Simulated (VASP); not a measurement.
Write the native input for VASP 6.6.1 that does the following.

| Property | Result |
| --- | --- |
| Task | single point |
| Functional | PBEsol |
| Potentials or basis | VASP PAW PBE potentials, release 64 (Na_pv, F) |
| Cutoff | 520 eV |
| k mesh | 8 × 8 × 8 |
| Occupations | gaussian, width 0.05 eV |
| Spin | no spin polarisation |
| Dipole correction | no |
| Further INCAR settings | ALGO = Normal; EDIFF = 1e-06; NBANDS = 14 |

The structure of NaF lies in POSCAR:

```
NaF
1.0
    0.0000000000      2.3233000000      2.3233000000
    2.3233000000      0.0000000000      2.3233000000
    2.3233000000      2.3233000000      0.0000000000
Na F
1 1
Direct
    0.0217441349      0.0217441349      0.0217441349
    0.5000000000      0.5000000000      0.5000000000
```

This cell differs from its parent crystal: all Na atoms moved +0.175 Å, as atom 1 along Cartesian [1 1 1].

The input as run:

INCAR

```
SYSTEM = NaF
PREC = Accurate
ENCUT = 520
EDIFF = 1E-6
ISMEAR = 0
SIGMA = 0.05
LREAL = .False.
LASPH = .True.
NELM = 80
ALGO = Normal
ISIF = 2
LWAVE = .False.
LCHARG = .True.
GGA = PS
LELF = .True.
LVHAR = .True.
NBANDS = 14
```

KPOINTS

```
regular mesh
0
Gamma
  8 8 8
  0 0 0
```

Potentials or basis: VASP PAW PBE potentials, release 64 (Na_pv, F).

Launch:

```console
$ cat potpaw_PBE.64/Na_pv/POTCAR potpaw_PBE.64/F/POTCAR > POTCAR
$ mpirun -np 1 vasp_std > vasp.out
```

Results of the run:

The pressure is 0.3 GPa and the largest force is 0.378 eV/Å. The band gap on the k mesh is 6.12 eV, direct.

Caveat: the cell differs from its parent crystal (all Na atoms moved +0.175 Å, as atom 1 along Cartesian [1 1 1]); the PAW data sets were made with another functional, which shifts forces and pressure a little.

Run time: 16 s on 1 thread of AMD EPYC 7R13 Processor (Zen 3), on a shared host, peak memory 0.11 GiB.
